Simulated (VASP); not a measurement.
Write the native input for VASP 6.6.1 that does the following.

| Item | Value |
| --- | --- |
| Task | single point |
| Functional | PBE |
| Potentials or basis | VASP PAW PBE potentials, release 64 (Pt, Se) |
| Cutoff | 520 eV |
| k mesh | 12 × 12 × 6 |
| Occupations | fermi-dirac, width 0.02 eV |
| Spin | no spin polarisation |
| Dipole correction | no |
| Further INCAR settings | ALGO = Normal; EDIFF = 1e-06; NBANDS = 18 |

The structure of PtSe2 lies in POSCAR:

```
PtSe2
1.0
    3.6111978773      0.0000000000      0.0000000000
   -1.8055989386      3.2291059368      0.0000000000
    0.0000000000      0.0000000000      5.2771566385
Pt Se
1 2
Direct
    0.0000000000      0.0000000000      0.0000000000
    0.3303741932      0.6607483863      0.2514508726
    0.6696258068      0.3392516137      0.7485491274
```

This cell differs from its parent crystal: uniaxial x strain -3.1%.

One way to write it, as run:

INCAR

```
  PREC = Accurate
  ENCUT = 520
  EDIFF = 1E-6
  ISMEAR = -1
  SIGMA = 0.02
  LREAL = False
  LASPH = True
  NELM = 100
  ALGO = Normal
  ISIF = 2
  LWAVE = False
  LCHARG = False
  GGA = PE
  NBANDS = 18
```

KPOINTS

```
Automatic mesh
0
Gamma
  12 12 6
```

Potentials or basis: VASP PAW PBE potentials, release 64 (Pt, Se).

Launch:

```bash
$ cat potpaw_PBE.64/Pt/POTCAR potpaw_PBE.64/Se/POTCAR > POTCAR
$ mpirun -np 1 vasp_std > vasp.out
```

Results of the run:

```
Pressure               : 6.8 GPa
Largest force          : 0.207 eV/Å
Band gap on the k mesh : zero (band 11 reaches 6.62 eV, above the bottom of band 12 at 6.33 eV)
```

Caveat: the cell differs from its parent crystal (uniaxial x strain -3.1%); spin-orbit coupling is left out, which moves the levels of the heavy elements.

Wall time 87 s on 1 thread of Intel(R) Xeon(R) 6975P-C (Granite Rapids), with other jobs on the host, peak memory 0.38 GiB.
